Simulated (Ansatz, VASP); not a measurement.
**One calculation of Au, two programs**

INCAR

```
SYSTEM = Au
PREC = Accurate ; ENCUT = 520
EDIFF = 1E-7 ; ISMEAR = -1
SIGMA = 0.05 ; LREAL = .False.
LASPH = .True. ; NELM = 100
ALGO = Fast ; ISIF = 2
LWAVE = .False. ; LCHARG = .False.
GGA = PS ; NBANDS = 18
```

Contents of KPOINTS:

```
Automatic mesh
0
Gamma
  10 10 6
  0 0 0
```

POSCAR

```
Au
1.0
    2.7580139704      0.0000000000      0.0000000000
   -0.0126908779      2.7626087492      0.0000000000
   -1.1146628489     -1.1612121098      4.8234957461
Au
2
Direct
    0.6728620000      0.6659620000      0.2740550000
    0.3271380000      0.3340380000      0.7259450000
```

input.yaml

```yaml
crystal:
  lattice:
    - [2.7580139704, 0.0, 0.0]
    - [-0.0126908779, 2.7626087492, 0.0]
    - [-1.1146628489, -1.1612121098, 4.8234957461]
  atoms:
    - { symbol: Au, position: [0.672862, 0.665962, 0.274055] }
    - { symbol: Au, position: [0.327138, 0.334038, 0.725945] }
kpoints:
  mp_grid: { grid: [10, 10, 6] }
scf:
  occupations: { method: fermi_dirac, width: 0.05 }
hamiltonian:
  xc: pbesol
  pseudopotentials: { kind: all_electron, lapw: { basis_error: 0.0005 } }
output:
  forces: true
  stress: true
  eigenvalues: true
```

Change from the starting cell: volume scaled by 0.94.

Alike in both runs: task single point; functional PBEsol; k mesh 10 × 10 × 6; occupations fermi-dirac, width 0.05 eV; no spin polarisation.

```csv
,VASP,Ansatz
version,VASP 6.6.1,Ansatz 0.2.0
potentials or method,"VASP PAW PBE potentials, release 64 (Au), cutoff 520 eV","all-electron LAPW, scalar-relativistic"
```

```tsv
	VASP	Ansatz	Ansatz less VASP
gap on the k mesh at the Fermi level (eV)	none	none	-
pressure (GPa)	-0.5	-0.2	+0.23
traceless stress, the component that is largest in VASP (GPa)	1.72	1.73	+0.013
rms of the force components (eV/Å)	0.043	0.043	+0.0003
```

VASP's potentials were made for PBE, not for PBEsol. Atom by atom the forces differ by 0.001 eV/Å (rms over components). A gap of «none» marks a metal or a gap that the smearing closes. Ansatz ran all-electron here, and VASP with PAW potentials.

Neither program's run includes spin-orbit coupling.
